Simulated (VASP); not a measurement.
Here is a VASP 6.6.1 calculation.

INCAR

```
  PREC = Accurate
  ENCUT = 500
  EDIFF = 1E-6
  ISMEAR = -1
  SIGMA = 0.02
  LREAL = F
  LASPH = T
  NELM = 120
  ALGO = Normal
  ISIF = 2
  LWAVE = F
  LCHARG = F
  GGA = PS
  NBANDS = 27
  GGA_COMPAT = F
```

File KPOINTS:

```
Automatic mesh
0
Gamma
  6 6 6
```

POSCAR

```
InSe
1.0
    2.0000000000      1.1547010000      8.5244000000
   -2.0000000000      1.1547010000      8.5244000000
    0.0000000000     -2.3094010000      8.5244000000
In Se
2 2
Direct
    0.0000000000      0.0000000000      0.0000000000
    0.1114000000      0.1114000000      0.1114000000
    0.6165000000      0.6165000000      0.6165000000
    0.8281000000      0.8281000000      0.8281000000
```

Potentials or basis: VASP PAW PBE potentials, release 64 (In_d, Se).

Launch:

```bash
$ cat potpaw_PBE.64/In_d/POTCAR potpaw_PBE.64/Se/POTCAR > POTCAR
$ mpirun -np 1 vasp_std > vasp.out
```

(1) Estimate the largest force.

(2) What does it give for the band gap on the k mesh?

(3) What does it give for the pressure?

Answers

(1) 0.350 eV/Å.

(2) 0.37 eV.

(3) -0.2 GPa.

Caveat: the PAW data sets were made with another functional, which shifts forces and pressure a little; spin-orbit coupling is left out, which moves the levels of the heavy elements.

**The experiment to reproduce.**

“The Interaction of Hydrogen with the van der Waals Crystal γ-InSe”, 2020, pmc:7321205 reports, for a bulk crystal of InSe at 300 K: band gap 1.25 eV.

A measured gap of InSe is 1.25 eV (300 K; “The Interaction of Hydrogen with the van der Waals Crystal γ-InSe”, 2020, pmc:7321205); the calculated 0.37 eV misses it by -0.88 eV. Spin-orbit coupling on In, Se is left out. The value is that of PBEsol on a finite k mesh, which can miss the band edges, without temperature or zero-point motion. Semilocal functionals fall short of measured gaps as a rule.
